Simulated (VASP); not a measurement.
A run of VASP 6.6.1 is set up as follows.

POSCAR

```
Al2Pt
1.0
    0.0000000000      2.9550000000      2.9550000000
    2.9550000000      0.0000000000      2.9550000000
    2.9550000000      2.9550000000      0.0000000000
Al Pt
2 1
Direct
    0.2500000000      0.2500000000      0.2500000000
    0.7500000000      0.7500000000      0.7500000000
    0.0000000000      0.0000000000      0.0000000000
```

Contents of INCAR.step1:

```
SYSTEM = Al2Pt
ALGO = Normal
EDIFF = 1E-5
ENCUT = 550
GGA = PE
GGA_COMPAT = .FALSE.
ISMEAR = 0
LASPH = .TRUE.
LCHARG = .FALSE.
LREAL = .FALSE.
LWAVE = .TRUE.
NBANDS = 15
NELM = 120
PREC = Accurate
SIGMA = 0.1
```

The input INCAR.step2:

```
SYSTEM = Al2Pt
ALGO = Normal
EDIFF = 1E-6
ENCUT = 550
GGA_COMPAT = .FALSE.
ISIF = 2
ISMEAR = 0
ISTART = 1
LASPH = .TRUE.
LCHARG = .TRUE.
LELF = .TRUE.
LMIXTAU = .TRUE.
LREAL = .FALSE.
LVHAR = .TRUE.
LWAVE = .FALSE.
METAGGA = R2SCAN
NBANDS = 15
NELM = 120
PREC = Accurate
SIGMA = 0.1
```

KPOINTS

```
k-points
0
G
  6 6 6
  0 0 0
```

Potentials or basis: VASP PAW PBE potentials, release 64 (Al, Pt).

Run with:

```sh
$ cat potpaw_PBE.64/Al/POTCAR potpaw_PBE.64/Pt/POTCAR > POTCAR
$ cp INCAR.step1 INCAR
$ mpirun -np 1 vasp_std > vasp.out
$ cp INCAR.step2 INCAR
$ mpirun -np 1 vasp_std > vasp.out
```

(1) Estimate the band gap on the k mesh.

(2) What does it give for the pressure?

Answers

(1) zero (bands 8 and 9 overlap by 5.68 eV).

(2) -0.7 GPa.

Caveat: the PAW data sets were made with another functional, which shifts forces and pressure a little; spin-orbit coupling is left out, which moves the levels of the heavy elements.
